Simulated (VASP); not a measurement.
# AlGaN2 (P-4m2) in VASP: single point with LDA

Aim: the single point of AlGaN2 with LDA.

All numbers are computed with VASP 6.6.1; they aren't measurements. Logs are shortened: lines on timing, memory, paths and dates and some standing lists are left out, and cuts for length are marked.

### 1 The cell of the first run

It takes space group P-4m2 (No. 115, tetragonal). The conventional cell has a = 3.078 Å, b = 3.078 Å, c = 4.424 Å, α = 90.00°, β = 90.00°, γ = 90.00°. Al (site symmetry -4m2) has 4 N at 1.87 Å within 2.5 Å. Ga (site symmetry -4m2) has 4 N at 1.93 Å within 2.6 Å. Within 2.5 Å of N (site symmetry 2mm) lie 2 Al at 1.87 Å and 2 Ga at 1.93 Å.

### 2 Single point, LDA (strain -0.0200 x Voigt [1, 1, 0, 0, 0, 0])

Contents of INCAR:

```
PREC = Accurate
ENCUT = 1330
EDIFF = 1E-6
ISMEAR = 0
SIGMA = 0.05
LREAL = F
LASPH = T
NELM = 120
ALGO = Normal
ISIF = 2
LWAVE = F
LCHARG = F
GGA = CA
NBANDS = 21
GGA_COMPAT = F
```

Contents of KPOINTS:

```
regular mesh
0
Gamma
  8 8 6
```

Contents of POSCAR:

```
AlGaN2
1.0
    3.0780595077      0.0000000000      0.0000000000
    0.0000000000      3.0780595077      0.0000000000
    0.0000000000      0.0000000000      4.4238379400
Al Ga N
1 1 2
Direct
    0.5000000000      0.5000000000      0.5000000000
    0.0000000000      0.0000000000      0.0000000000
    0.5000000000      0.0000000000      0.7382648100
    0.0000000000      0.5000000000      0.2617351900
```

Potentials or basis: VASP PAW LDA potentials, release 64 (Al, Ga_d, N_h).

Started as:

```bash
$ cat potpaw_LDA.64/Al/POTCAR potpaw_LDA.64/Ga_d/POTCAR potpaw_LDA.64/N_h/POTCAR > POTCAR
$ mpirun -np 1 vasp_std > vasp.out
```

OUTCAR:

```text
PREC = Accurate
   ENCUT = 1330
   EDIFF = 1E-6
   ISMEAR = 0
   LREAL = F
   LASPH = T
   NELM = 120
   ISIF = 2
   GGA = CA

 ion  position               nearest neighbor table
   1  0.500  0.500  0.500-   3 1.87   4 1.87   3 1.87   4 1.87   2 3.10   2 3.10   2 3.10   2 3.10
                             2 3.10   2 3.10   2 3.10   2 3.10
   2  0.000  0.000  0.000-   3 1.93   4 1.93   4 1.93   3 1.93   1 3.10   1 3.10   1 3.10   1 3.10
                             1 3.10   1 3.10   1 3.10   1 3.10
   3  0.500  0.000  0.738-   1 1.87   1 1.87   2 1.93   2 1.93
   4  0.000  0.500  0.262-   1 1.87   1 1.87   2 1.93   2 1.93

  LATTYP: Found a simple tetragonal cell.
 ALAT       =     3.0780595077
 C/A-ratio  =     1.4372165090

  Lattice vectors:

 A1 = (   3.0780595077,   0.0000000000,   0.0000000000)
 A2 = (   0.0000000000,   3.0780595077,   0.0000000000)
 A3 = (   0.0000000000,   0.0000000000,   4.4238379400)

Analysis of symmetry for initial positions (statically):
=====================================================================
 Subroutine PRICEL returns:
 Original cell was already a primitive cell.

 Routine SETGRP: Setting up the symmetry group for a
 simple tetragonal supercell.

 Subroutine GETGRP returns: Found  8 space group operations
 (whereof  8 operations were pure point group operations)
 out of a pool of 16 trial point group operations.

The static configuration has the point symmetry D_2d.

Analysis of symmetry for dynamics (positions and initial velocities):
=====================================================================
 Subroutine PRICEL returns:
 Original cell was already a primitive cell.

 Routine SETGRP: Setting up the symmetry group for a
 simple tetragonal supercell.

 Subroutine GETGRP returns: Found  8 space group operations
 (whereof  8 operations were pure point group operations)
 out of a pool of 16 trial point group operations.

The dynamic configuration has the point symmetry D_2d.

 Subroutine INISYM returns: Found  8 space group operations
 (whereof  8 operations are pure point group operations),
 and found     1 'primitive' translations

----------------------------------------------------------------------------------------

                                     Primitive cell

  volume of cell :      41.9134

  direct lattice vectors                    reciprocal lattice vectors
     3.078059508  0.000000000  0.000000000     0.324880009  0.000000000  0.000000000
     0.000000000  3.078059508  0.000000000     0.000000000  0.324880009  0.000000000
     0.000000000  0.000000000  4.423837940     0.000000000  0.000000000  0.226048064

  length of vectors
     3.078059508  3.078059508  4.423837940     0.324880009  0.324880009  0.226048064

  position of ions in fractional coordinates (direct lattice)
     0.500000000  0.500000000  0.500000000
     0.000000000  0.000000000  0.000000000
     0.500000000  0.000000000  0.738264810
     0.000000000  0.500000000  0.261735190

  ion indices of the primitive-cell ions
   primitive index   ion index
                 1           1
                 2           2
                 3           3
                 4           4

----------------------------------------------------------------------------------------

 KPOINTS: regular mesh

Automatic generation of k-mesh.
 Grid dimensions read from file:
 generate k-points for:    8    8    6

 Generating k-lattice:

  Cartesian coordinates                     Fractional coordinates (reciprocal lattice)
     0.040610001  0.000000000  0.000000000     0.125000000  0.000000000  0.000000000
     0.000000000  0.040610001  0.000000000     0.000000000  0.125000000  0.000000000
     0.000000000  0.000000000  0.037674677     0.000000000  0.000000000  0.166666667

  Length of vectors
     0.040610001  0.040610001  0.037674677

  Shift w.r.t. Gamma in fractional coordinates (k-lattice)
     0.000000000  0.000000000  0.000000000

 Subroutine IBZKPT returns following result:
 ===========================================

 Found     60 irreducible k-points:

 Following reciprocal coordinates:
            Coordinates               Weight
  0.000000  0.000000  0.000000      1.000000
  0.125000  0.000000  0.000000      4.000000
  0.250000  0.000000  0.000000      4.000000
  0.375000  0.000000  0.000000      4.000000
  0.500000  0.000000  0.000000      2.000000
  0.125000  0.125000  0.000000      4.000000
[... 16 lines left out ...]
  0.375000  0.125000  0.166667     16.000000
  0.500000  0.125000  0.166667      8.000000
 [... further k-points ...]
   k-points           NKPTS =     60   k-points in BZ     NKDIM =     60   number of bands    NBANDS=     21
   number of dos      NEDOS =    301   number of ions     NIONS =      4
   total plane-waves  NPLWV =  86400
   dimension x,y,z NGX =    40 NGY =   40 NGZ =   54
   dimension x,y,z NGXF=    80 NGYF=   80 NGZF=  108
   ions per type =               1   1   2
   NGX,Y,Z   is equivalent  to a cutoff of  21.60, 21.60, 20.29 a.u.
   NGXF,Y,Z  is equivalent  to a cutoff of  43.21, 43.21, 40.59 a.u.
 SYSTEM =  unknown system
   PREC   = accura    normal or accurate (medium, high low for compatibility)
   ISTART =      0    job   : 0-new  1-cont  2-samecut
   ICHARG =      2    charge: 1-file 2-atom 10-const
   ISPIN  =      1    spin polarized calculation?
   LNONCOLLINEAR =      F non collinear calculations
   LSORBIT =      F    spin-orbit coupling
   LASPH  =      T    aspherical Exc in radial PAW
   ENCUT  = 1330.0 eV  97.75 Ry    9.89 a.u.   9.15  9.15 13.15*2*pi/ulx,y,z
   NELM   =    120;   NELMIN=  2; NELMDL= -5     # of ELM steps
   EDIFF  = 0.1E-05   stopping-criterion for ELM
   LREAL  =      F    real-space projection
   EDIFFG = 0.1E-04   stopping-criterion for IOM
   NSW    =      0    number of steps for IOM
   IBRION =     -1    ionic relax: 0-MD 1-quasi-New 2-CG
   NFREE  =      0    steps in history (QN), initial steepest desc. (CG)
   ISIF   =      2    stress and relaxation
   ISYM   =      2    0-nonsym 1-usesym 2-fastsym
   POTIM  = 0.5000    time-step for ionic-motion
   TEBEG  =    0.0;   TEEND  =   0.0 temperature during run
   PSTRESS=    0.0 pullay stress
   NELECT =      26.0000    total number of electrons
   NUPDOWN=      -1.0000    fix difference up-down
   EMIN   =  10.00;   EMAX   =-10.00  energy-range for DOS
   EFERMI =   0.00;   METHOD = LEGACY
   ISMEAR =     0;   SIGMA  =   0.05  broadening in eV -4-tet -1-fermi 0-gaus
   EFERMI_NEDOS =   21; number of points for ismear=-14 and -15
   IALGO  =     38    algorithm
   IMIX   =      4    mixing-type and parameters
     AMIX     =   0.40;   BMIX     =  1.00
     AMIX_MAG =   1.60;   BMIX_MAG =  1.00
  volume/ion in A,a.u.               =      10.48        70.71
  Fermi-wavevector in a.u.,A,eV,Ry     =   1.396202  2.638439 26.522919  1.949380
  Thomas-Fermi vector in A             =   2.519579
   LORBIT       =      0    0 simple, 1 ext, 2 COOP (PROOUT), +10 PAW based schemes
   GGA     = CA    functional components
   LHFCALC =     F    Hartree Fock is set to
   AEXX    =    0.0000 exact exchange contribution
   IVDW    =     0    specifies the selected vdW correction
   LEPSILON=     F    determine dielectric tensor
   LRPA    =     F    only Hartree local field effects (RPA)
 non-spin polarized calculation
 Gauss-broadening in eV      SIGMA  =   0.05
  energy-cutoff  :     1330.00
  volume of cell :       41.91
 maximum number of plane-waves:      4644
 NGX is ok and might be reduce to    40
   NGX = 19   NGY = 19   NGZ = 27

 number of electron      26.0000000 magnetization

 Free energy of the ion-electron system (eV)
  ---------------------------------------------------
  ext. energy  EPLUGINS =         0.00000000
  ---------------------------------------------------
  free energy    TOTEN  =       -30.30598296 eV

  energy without entropy =      -30.30598296  energy(sigma->0) =      -30.30598296

 E-fermi :   6.4172     XC(G=0): -11.9375

 val. band max:        6.1801884860   @ k =   0.0000   0.0000   0.0000
 cond. band min:       9.3208923959   @ k =   0.0000   0.0000   0.0000
 fundamental gap:      3.1407039099
 Fermi energy:         6.4171879926

 k-point     1 :       0.0000    0.0000    0.0000
  band No.  band energies     occupation
      1      -9.5083      2.00000
      2      -8.0106      2.00000
      3      -6.9455      2.00000
      4      -6.9455      2.00000
      5      -6.9025      2.00000
      6      -6.7258      2.00000
[... 13 lines left out ...]
     20      18.8966      0.00000
     21      21.4074      0.00000

 k-point     2 :       0.1250    0.0000    0.0000
  band No.  band energies     occupation
      1      -9.3634      2.00000
      2      -8.0083      2.00000
      3      -6.9625      2.00000
      4      -6.9425      2.00000
      5      -6.8727      2.00000
      6      -6.7389      2.00000
[... 13 lines left out ...]
     20      18.7107      0.00000
     21      20.9530      0.00000

 k-point     3 :       0.2500    0.0000    0.0000
  band No.  band energies     occupation
      1      -8.9773      2.00000
      2      -8.0158      2.00000
      3      -6.9567      2.00000
      4      -6.9350      2.00000
      5      -6.7820      2.00000
      6      -6.7702      2.00000
[... 13 lines left out ...]
     20      18.1894      0.00000
     21      19.9112      0.00000
[... 457 lines left out ...]
 k-point    23 :       0.3750    0.1250    0.1667
  band No.  band energies     occupation
      1      -8.4080      2.00000
      2      -8.0323      2.00000
      3      -6.9422      2.00000
      4      -6.8582      2.00000
      5      -6.8253      2.00000
      6      -6.4442      2.00000
[... 13 lines left out ...]
     20      18.4249      0.00000
     21      18.8171      0.00000

 k-point    24 :       0.5000    0.1250    0.1667
  band No.  band energies     occupation
      1      -8.2381      2.00000
      2      -8.0602      2.00000
      3      -6.9343      2.00000
      4      -6.8401      2.00000
      5      -6.8400      2.00000
      6      -6.0650      2.00000
[... 13 lines left out ...]
     20      18.5207      0.00000
     21      18.6057      0.00000

 [... further k-points ...]
[... 5 lines left out ...]
  --------------------------------------------------------------------------------------
  -------------------------------------------------------------------------------------
  Total        1.3254464      1.3254464      0.5212629      0.0000000      0.0000000      0.0000000
  in kB       50.6663394     50.6663394     19.9257278      0.0000000      0.0000000      0.0000000
  external PRESSURE =      40.4194689 kB  Pullay stress =       0.0000000 kB

 VOLUME and BASIS-vectors are now :
 -----------------------------------------------------------------------------
  energy-cutoff  :     1330.00
  volume of cell :       41.91
      direct lattice vectors                 reciprocal lattice vectors
     3.078059508  0.000000000  0.000000000     0.324880009  0.000000000  0.000000000
     0.000000000  3.078059508  0.000000000     0.000000000  0.324880009  0.000000000
     0.000000000  0.000000000  4.423837940     0.000000000  0.000000000  0.226048064

 POSITION                                       TOTAL-FORCE (eV/Angst)
 -----------------------------------------------------------------------------------
      1.53903      1.53903      2.21192         0.000000     -0.000000      0.000000
      0.00000      0.00000      0.00000         0.000000      0.000000      0.000000
      1.53903      0.00000      3.26596        -0.000000      0.000000      0.216256
      0.00000      1.53903      1.15787         0.000000      0.000000     -0.216256
 -----------------------------------------------------------------------------------
    total drift:                               -0.000000      0.000000      0.000000

  FREE ENERGIE OF THE ION-ELECTRON SYSTEM (eV)
  ---------------------------------------------------
  free  energy   TOTEN  =       -30.3059829636 eV

  energy  without entropy=      -30.3059829636  energy(sigma->0) =      -30.30598296
```

Wall time 3.9 min (1 thread of AMD EPYC 7R13 (Zen 3), shared host); peak memory 0.34 GiB.

What came out:

| Property | Result |
| --- | --- |
| Free energy | -30.3060 eV |
| Pressure | 4.0 GPa |
| Largest force | 0.216 eV/Å |
| Band gap on the k mesh | 3.14 eV |

Forces in eV/Å, atoms in the order of the input:
```
Al   0.000  0.000  0.000
Ga   0.000  0.000  0.000
N    0.000  0.000  0.216
N    0.000  0.000 -0.216
```

Stress tensor (GPa, compression positive):
```
5.07 0.00 0.00
0.00 5.07 0.00
0.00 0.00 1.99
```

Levels at points of the mesh, in eV from the valence-band top:
```csv
k point,band 11,band 12,band 13,band 14,band 15,band 16
"(0.00, 0.00, 0.00)",-0.35,0.00,0.00,3.14,3.59,7.88
"(0.50, 0.00, 0.00)",-3.13,-0.98,-0.66,7.20,7.35,8.25
"(0.50, 0.50, 0.00)",-2.45,-2.45,-2.44,3.18,3.18,6.23
"(0.00, 0.00, 0.50)",-1.60,-1.00,-1.00,5.33,5.44,8.12
"(0.50, 0.00, 0.50)",-0.96,-0.76,-0.53,5.37,6.74,9.28
"(0.50, 0.50, 0.50)",-3.42,-3.42,-3.41,6.05,6.05,9.03
```

Caveat: the cell differs from its parent crystal (strain -0.0200 x Voigt [1, 1, 0, 0, 0, 0]); the cell stands under pressure.
